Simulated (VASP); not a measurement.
# Ca (I4/mmm) in VASP: notebook

The runs below take Ca through single point, with LDA.

Program: VASP 6.6.1. These are calculated values, not measurements. Logs are shortened: lines on timing, memory, paths and dates and some standing lists are left out, and cuts for length are marked.

### Step 1. The cell of the first run

It takes space group I4/mmm (No. 139, tetragonal). Conventional cell: a = 3.635 Å, b = 3.635 Å, c = 5.588 Å, α = 90.00°, β = 90.00°, γ = 90.00°. Within 4.8 Å of Ca (site symmetry 4/mmm) lie 12 Ca at 3.64 to 3.80 Å.

### Step 2. Single point, LDA (strain -0.080 along x and y, +0.000 along z)

INCAR

```
SYSTEM = Ca
ALGO = Normal
EDIFF = 1E-7
ENCUT = 520
ISIF = 2
ISMEAR = 0
LASPH = .True.
LCHARG = .True.
LELF = .True.
LREAL = .False.
LVHAR = .True.
LWAVE = .False.
NBANDS = 11
NELM = 80
PREC = Accurate
SIGMA = 0.15
```

KPOINTS

```
k-points
0
Gamma
  14 14 14
  0 0 0
```

POSCAR

```
Ca
1.0
    0.0000000000      2.5706640000      2.7942000000
    2.5706640000      0.0000000000      2.7942000000
    2.5706640000      2.5706640000      0.0000000000
Ca
1
Direct
    0.0000000000      0.0000000000      0.0000000000
```

Potentials or basis: VASP PAW LDA potentials, release 64 (Ca_sv).

The run is started by

```sh
> cat potpaw_LDA.64/Ca_sv/POTCAR > POTCAR
> mpirun -np 1 vasp_std > vasp.out
```

OUTCAR:

```text
SYSTEM = Ca
   EDIFF = 1E-7
   ENCUT = 520
   ISIF = 2
   ISMEAR = 0
   LASPH = .True.
   LREAL = .False.
   NELM = 80
   PREC = Accurate

 ion  position               nearest neighbor table
   1  0.000  0.000  0.000-

  LATTYP: Found a body centered tetragonal cell.
 ALAT       =     3.6354678931
 C/A-ratio  =     1.5371886548

  Lattice vectors:

 A1 = (  -2.5706640000,   0.0000000000,   2.7942000000)
 A2 = (   2.5706640000,   0.0000000000,   2.7942000000)
 A3 = (   0.0000000000,   2.5706640000,  -2.7942000000)

Analysis of symmetry for initial positions (statically):
=====================================================================
 Subroutine PRICEL returns:
 Original cell was already a primitive cell.

 Routine SETGRP: Setting up the symmetry group for a
 body centered tetragonal supercell.

 Subroutine GETGRP returns: Found 16 space group operations
 (whereof 16 operations were pure point group operations)
 out of a pool of 16 trial point group operations.

The static configuration has the point symmetry D_4h.

Analysis of symmetry for dynamics (positions and initial velocities):
=====================================================================
 Subroutine PRICEL returns:
 Original cell was already a primitive cell.

 Routine SETGRP: Setting up the symmetry group for a
 body centered tetragonal supercell.

 Subroutine GETGRP returns: Found 16 space group operations
 (whereof 16 operations were pure point group operations)
 out of a pool of 16 trial point group operations.

The dynamic configuration has the point symmetry D_4h.

 Subroutine INISYM returns: Found 16 space group operations
 (whereof 16 operations are pure point group operations),
 and found     1 'primitive' translations

----------------------------------------------------------------------------------------

                                     Primitive cell

  volume of cell :      36.9299

  direct lattice vectors                    reciprocal lattice vectors
     0.000000000  2.570664000  2.794200000    -0.194502276  0.194502276  0.178942094
     2.570664000  0.000000000  2.794200000     0.194502276 -0.194502276  0.178942094
     2.570664000  2.570664000  0.000000000     0.194502276  0.194502276 -0.178942094

  length of vectors
     3.796823283  3.796823283  3.635467893     0.328150185  0.328150185  0.328150185

  position of ions in fractional coordinates (direct lattice)
     0.000000000  0.000000000  0.000000000

  ion indices of the primitive-cell ions
   primitive index   ion index
                 1           1

----------------------------------------------------------------------------------------

 KPOINTS: k-points

Automatic generation of k-mesh.
 Grid dimensions read from file:
 generate k-points for:   14   14   14

 Generating k-lattice:

  Cartesian coordinates                     Fractional coordinates (reciprocal lattice)
    -0.013893020  0.013893020  0.012781578     0.071428571  0.000000000  0.000000000
     0.013893020 -0.013893020  0.012781578     0.000000000  0.071428571  0.000000000
     0.013893020  0.013893020 -0.012781578     0.000000000  0.000000000  0.071428571

  Length of vectors
     0.023439299  0.023439299  0.023439299

  Shift w.r.t. Gamma in fractional coordinates (k-lattice)
     0.000000000  0.000000000  0.000000000

 Subroutine IBZKPT returns following result:
 ===========================================

 Found    244 irreducible k-points:

 Following reciprocal coordinates:
            Coordinates               Weight
  0.000000  0.000000  0.000000      1.000000
  0.071429  0.000000  0.000000      8.000000
  0.142857  0.000000  0.000000      8.000000
  0.214286 -0.000000  0.000000      8.000000
  0.285714  0.000000  0.000000      8.000000
  0.357143 -0.000000  0.000000      8.000000
[... 16 lines left out ...]
  0.214286  0.142857  0.000000      8.000000
  0.285714  0.142857  0.000000      8.000000
 [... further k-points ...]
   k-points           NKPTS =    244   k-points in BZ     NKDIM =    244   number of bands    NBANDS=     11
   number of dos      NEDOS =    301   number of ions     NIONS =      1
   total plane-waves  NPLWV =  21952
   dimension x,y,z NGX =    28 NGY =   28 NGZ =   28
   dimension x,y,z NGXF=    56 NGYF=   56 NGZF=   56
   ions per type =               1
   NGX,Y,Z   is equivalent  to a cutoff of  12.26, 12.26, 12.80 a.u.
   NGXF,Y,Z  is equivalent  to a cutoff of  24.52, 24.52, 25.61 a.u.
 SYSTEM =  Ca
   PREC   = accura    normal or accurate (medium, high low for compatibility)
   ISTART =      0    job   : 0-new  1-cont  2-samecut
   ICHARG =      2    charge: 1-file 2-atom 10-const
   ISPIN  =      1    spin polarized calculation?
   LNONCOLLINEAR =      F non collinear calculations
   LSORBIT =      F    spin-orbit coupling
   LASPH  =      T    aspherical Exc in radial PAW
   ENCUT  =  520.0 eV  38.22 Ry    6.18 a.u.   7.06  7.06  6.76*2*pi/ulx,y,z
   NELM   =     80;   NELMIN=  2; NELMDL= -5     # of ELM steps
   EDIFF  = 0.1E-06   stopping-criterion for ELM
   LREAL  =      F    real-space projection
   EDIFFG = 0.1E-05   stopping-criterion for IOM
   NSW    =      0    number of steps for IOM
   IBRION =     -1    ionic relax: 0-MD 1-quasi-New 2-CG
   NFREE  =      0    steps in history (QN), initial steepest desc. (CG)
   ISIF   =      2    stress and relaxation
   ISYM   =      2    0-nonsym 1-usesym 2-fastsym
   POTIM  = 0.5000    time-step for ionic-motion
   TEBEG  =    0.0;   TEEND  =   0.0 temperature during run
   PSTRESS=    0.0 pullay stress
   NELECT =      10.0000    total number of electrons
   NUPDOWN=      -1.0000    fix difference up-down
   EMIN   =  10.00;   EMAX   =-10.00  energy-range for DOS
   EFERMI =   0.00;   METHOD = LEGACY
   ISMEAR =     0;   SIGMA  =   0.15  broadening in eV -4-tet -1-fermi 0-gaus
   EFERMI_NEDOS =   21; number of points for ismear=-14 and -15
   IALGO  =     38    algorithm
   IMIX   =      4    mixing-type and parameters
     AMIX     =   0.40;   BMIX     =  1.00
     AMIX_MAG =   1.60;   BMIX_MAG =  1.00
  volume/ion in A,a.u.               =      36.93       249.22
  Fermi-wavevector in a.u.,A,eV,Ry     =   1.059129  2.001463 15.262388  1.121754
  Thomas-Fermi vector in A             =   2.194463
   LORBIT       =      0    0 simple, 1 ext, 2 COOP (PROOUT), +10 PAW based schemes
   GGA     = CA    functional components
   LHFCALC =     F    Hartree Fock is set to
   AEXX    =    0.0000 exact exchange contribution
   IVDW    =     0    specifies the selected vdW correction
   LEPSILON=     F    determine dielectric tensor
   LRPA    =     F    only Hartree local field effects (RPA)
 non-spin polarized calculation
 Gauss-broadening in eV      SIGMA  =   0.15
  energy-cutoff  :      520.00
  volume of cell :       36.93
 maximum number of plane-waves:      1022
   NGX = 15   NGY = 15   NGZ = 13

 number of electron      10.0000001 magnetization

 Free energy of the ion-electron system (eV)
  ---------------------------------------------------
  ext. energy  EPLUGINS =         0.00000000
  ---------------------------------------------------
  free energy    TOTEN  =        -2.20542105 eV

  energy without entropy =       -2.19126676  energy(sigma->0) =       -2.19834390

 E-fermi :   2.3508     XC(G=0):  -8.4063

 val. band max:        2.3488238662   @ k =  -0.3571   0.2143   0.1429
 cond. band min:       2.3604753762   @ k =  -0.2857   0.3571   0.2143
 fundamental gap:      0.0116515100
 Fermi energy:         2.3507673638

 k-point     1 :       0.0000    0.0000    0.0000
  band No.  band energies     occupation
      1     -38.9296      2.00000
      2     -20.1221      2.00000
      3     -20.1066      2.00000
      4     -20.1066      2.00000
      5      -1.9151      2.00000
      6       4.4409      0.00000
      7       4.8908      0.00000
      8       4.8908      0.00000
      9       5.6285      0.00000
     10       6.2463      0.00000
     11      12.1950      0.00000

 k-point     2 :       0.0714    0.0000    0.0000
  band No.  band energies     occupation
      1     -38.9282      2.00000
      2     -20.1280      2.00000
      3     -20.1149      2.00000
      4     -20.1074      2.00000
      5      -1.8161      2.00000
      6       4.4365      0.00000
      7       4.8238      0.00000
      8       4.9317      0.00000
      9       5.6085      0.00000
     10       6.1995      0.00000
     11      12.3324      0.00000

 k-point     3 :       0.1429    0.0000    0.0000
  band No.  band energies     occupation
      1     -38.9244      2.00000
      2     -20.1573      2.00000
      3     -20.1253      2.00000
      4     -20.1099      2.00000
      5      -1.5257      2.00000
      6       4.3026      0.00000
      7       4.7382      0.00000
      8       5.0335      0.00000
      9       5.6037      0.00000
     10       6.0950      0.00000
     11      12.3649      0.00000

 k-point     4 :       0.2143   -0.0000    0.0000
  band No.  band energies     occupation
      1     -38.9189      2.00000
      2     -20.2047      2.00000
      3     -20.1348      2.00000
      4     -20.1135      2.00000
      5      -1.0631      2.00000
      6       3.9621      0.00000
      7       4.6897      0.00000
      8       5.1195      0.00000
      9       5.7344      0.00000
     10       6.0399      0.00000
     11      11.2300      0.00000
[... 239 lines left out ...]
 k-point    22 :       0.1429    0.1429    0.0000
  band No.  band energies     occupation
      1     -38.9241      2.00000
      2     -20.1628      2.00000
      3     -20.1185      2.00000
      4     -20.1185      2.00000
      5      -1.4531      2.00000
      6       4.0646      0.00000
      7       5.0945      0.00000
      8       5.1284      0.00000
      9       5.1284      0.00000
     10       6.3469      0.00000
     11      12.8690      0.00000

 k-point    23 :       0.2143    0.1429    0.0000
  band No.  band energies     occupation
      1     -38.9205      2.00000
      2     -20.1882      2.00000
      3     -20.1280      2.00000
      4     -20.1242      2.00000
      5      -1.1384      2.00000
      6       3.8856      0.00000
      7       4.7654      0.00000
      8       5.2540      0.00000
      9       5.3417      0.00000
     10       6.3753      0.00000
     11      12.3835      0.00000

 k-point    24 :       0.2857    0.1429    0.0000
  band No.  band energies     occupation
      1     -38.9154      2.00000
      2     -20.2241      2.00000
      3     -20.1428      2.00000
      4     -20.1293      2.00000
      5      -0.6610      2.00000
      6       3.6630      0.00000
      7       4.4338      0.00000
      8       5.3327      0.00000
      9       5.6418      0.00000
     10       6.4265      0.00000
     11      11.1407      0.00000

 [... further k-points ...]

------------------------ aborting loop because EDIFF is reached ----------------------------------------

  FORCE on cell =-STRESS in cart. coord.  units (eV):
  Direction    XX          YY          ZZ          XY          YZ          ZX
  --------------------------------------------------------------------------------------
  -------------------------------------------------------------------------------------
  Total        0.2065005      0.2065005     -0.0138166      0.0000000      0.0000000      0.0000000
  in kB        8.9588773      8.9588773     -0.5994222      0.0000000      0.0000000      0.0000000
  external PRESSURE =       5.7727774 kB  Pullay stress =       0.0000000 kB

 VOLUME and BASIS-vectors are now :
 -----------------------------------------------------------------------------
  energy-cutoff  :      520.00
  volume of cell :       36.93
      direct lattice vectors                 reciprocal lattice vectors
     0.000000000  2.570664000  2.794200000    -0.194502276  0.194502276  0.178942094
     2.570664000  0.000000000  2.794200000     0.194502276 -0.194502276  0.178942094
     2.570664000  2.570664000  0.000000000     0.194502276  0.194502276 -0.178942094

 POSITION                                       TOTAL-FORCE (eV/Angst)
 -----------------------------------------------------------------------------------
      0.00000      0.00000      0.00000        -0.000000      0.000000     -0.000000
 -----------------------------------------------------------------------------------
    total drift:                               -0.000000     -0.000000     -0.000000

  FREE ENERGIE OF THE ION-ELECTRON SYSTEM (eV)
  ---------------------------------------------------
  free  energy   TOTEN  =        -2.2054210471 eV

  energy  without entropy=       -2.1912667575  energy(sigma->0) =       -2.19834390
```

It took 80 s on 1 thread of Intel Xeon 6975P-C, shared host; peak memory 0.22 GiB.

What came out:

```yaml
Free_energy: -2.2054 eV
Pressure: 0.6 GPa
Band_gap_on_the_k_mesh: zero (band 5 reaches 2.44 eV, above the bottom of band 6 at 2.31 eV)
```

Levels at points of the mesh, in eV from the Fermi level:
| k point | band 2 | band 3 | band 4 | band 5 | band 6 | band 7 | band 8 | band 9 |
| --- | --- | --- | --- | --- | --- | --- | --- | --- |
| (0.00, 0.00, 0.00) | -22.47 | -22.46 | -22.46 | -4.27 | 2.09 | 2.54 | 2.54 | 3.28 |
| (0.50, 0.00, 0.00) | -22.70 | -22.51 | -22.48 | -1.11 | 0.02 | 1.99 | 2.51 | 4.33 |
| (0.50, 0.50, 0.00) | -22.68 | -22.52 | -22.52 | -0.81 | 0.51 | 0.71 | 4.47 | 4.62 |
| (0.50, 0.00, 0.50) | -22.68 | -22.58 | -22.54 | -0.58 | 0.36 | 1.58 | 4.34 | 4.43 |

Caveat: the cell differs from its parent crystal (strain -0.080 along x and y, +0.000 along z).

### Step 3. Single point, LDA (strain -0.080 along x and y, +0.040 along z)

INCAR

```
SYSTEM = Ca
  PREC = Accurate
  ENCUT = 520
  EDIFF = 1E-6
  ISMEAR = 0
  SIGMA = 0.15
  LREAL = .False.
  LASPH = .True.
  NELM = 80
  ALGO = Fast
  ISIF = 2
  LWAVE = .False.
  LCHARG = .False.
  NBANDS = 11
```

KPOINTS

```
regular mesh
0
Gamma
  14 14 14
  0 0 0
```

POSCAR

```
Ca
1.0
    0.0000000000      2.5706640000      2.9059680000
    2.5706640000      0.0000000000      2.9059680000
    2.5706640000      2.5706640000      0.0000000000
Ca
1
Direct
    0.0000000000      0.0000000000      0.0000000000
```

Potentials or basis: VASP PAW LDA potentials, release 64 (Ca_sv).

The run is started by

```sh
> cat potpaw_LDA.64/Ca_sv/POTCAR > POTCAR
> mpirun -np 1 vasp_std > vasp.out
```

Run time: 1.7 min. Hardware: 1 thread of Intel Xeon 6975P-C, shared host; peak memory 0.22 GiB.

The run converged. Its results:

```
Free energy            : -2.1994 eV
Pressure               : -0.2 GPa
Band gap on the k mesh : zero (band 5 reaches 2.32 eV, above the bottom of band 6 at 2.13 eV)
```

Stress tensor (GPa, compression positive):
```
 0.33  0.00  0.00
 0.00  0.33  0.00
 0.00  0.00 -1.27
```

Levels at points of the mesh, in eV from the Fermi level:
| k point | band 2 | band 3 | band 4 | band 5 | band 6 | band 7 | band 8 | band 9 |
| --- | --- | --- | --- | --- | --- | --- | --- | --- |
| (0.00, 0.00, 0.00) | -22.58 | -22.55 | -22.55 | -4.20 | 1.93 | 2.58 | 2.58 | 3.00 |
| (0.50, 0.00, 0.00) | -22.77 | -22.61 | -22.56 | -1.07 | -0.01 | 1.84 | 2.57 | 4.15 |
| (0.50, 0.50, 0.00) | -22.75 | -22.60 | -22.60 | -0.86 | 0.41 | 0.59 | 4.34 | 4.45 |
| (0.50, 0.00, 0.50) | -22.76 | -22.68 | -22.63 | -0.50 | 0.40 | 1.63 | 4.12 | 4.16 |

Caveat: the cell differs from its parent crystal (strain -0.080 along x and y, +0.040 along z).

### Step 4. Single point, LDA (strain -0.080 along x and y, +0.080 along z)

INCAR

```
PREC = Accurate ; ENCUT = 520
EDIFF = 1E-6 ; ISMEAR = 0
SIGMA = 0.15 ; LREAL = F
LASPH = T ; NELM = 80
ALGO = Normal ; ISIF = 2
LWAVE = F ; LCHARG = T
LELF = T ; LVHAR = T
NBANDS = 11
```

KPOINTS

```
Automatic mesh
0
Gamma
  14 14 14
```

POSCAR

```
Ca
1.0
    0.0000000000      2.5706640000      3.0177360000
    2.5706640000      0.0000000000      3.0177360000
    2.5706640000      2.5706640000      0.0000000000
Ca
1
Direct
    0.0000000000      0.0000000000      0.0000000000
```

The run is started by

```sh
> cat potpaw_LDA.64/Ca_sv/POTCAR > POTCAR
> mpirun -np 1 vasp_std > vasp.out
```

Wall time 78 s (1 thread of Intel Xeon 6975P-C, shared host); peak memory 0.22 GiB.

Results (log left out):

```
Free energy            : -2.1824 eV
Pressure               : -0.9 GPa
Band gap on the k mesh : zero (band 5 reaches 2.20 eV, above the bottom of band 6 at 1.97 eV)
```

Stress tensor (GPa, compression positive):
```
-0.16  0.00  0.00
 0.00 -0.16  0.00
 0.00  0.00 -2.44
```

Levels at points of the mesh, in eV from the Fermi level:
| k point | band 2 | band 3 | band 4 | band 5 | band 6 | band 7 | band 8 | band 9 |
| --- | --- | --- | --- | --- | --- | --- | --- | --- |
| (0.00, 0.00, 0.00) | -22.67 | -22.65 | -22.65 | -4.13 | 1.78 | 2.61 | 2.61 | 2.75 |
| (0.50, 0.00, 0.00) | -22.85 | -22.71 | -22.65 | -1.04 | -0.03 | 1.71 | 2.61 | 3.99 |
| (0.50, 0.50, 0.00) | -22.82 | -22.68 | -22.68 | -0.92 | 0.17 | 0.64 | 4.23 | 4.28 |
| (0.50, 0.00, 0.50) | -22.84 | -22.77 | -22.71 | -0.43 | 0.44 | 1.69 | 3.90 | 3.91 |

Caveat: the cell differs from its parent crystal (strain -0.080 along x and y, +0.080 along z).

### Step 5. Overview

```tsv
cell	gap on the mesh (eV)	pressure (GPa)
a = 3.797, b = 3.797, c = 3.635 Å, angles 61.4, 61.4, 57.2°, 1 atom	none	0.6
a = 3.880, b = 3.880, c = 3.635 Å, angles 62.1, 62.1, 55.9°, 1 atom	none	-0.2
a = 3.964, b = 3.964, c = 3.635 Å, angles 62.7, 62.7, 54.6°, 1 atom	none	-0.9
```

Alike in all rows: task single point; level LDA; potentials or basis VASP PAW LDA potentials, release 64 (Ca_sv); no spin polarisation; k mesh 14 × 14 × 14; cutoff (eV) 520; smearing gaussian 0.15 eV.

Total energies depend on the potentials used, so only differences within one code and one set of settings carry meaning.
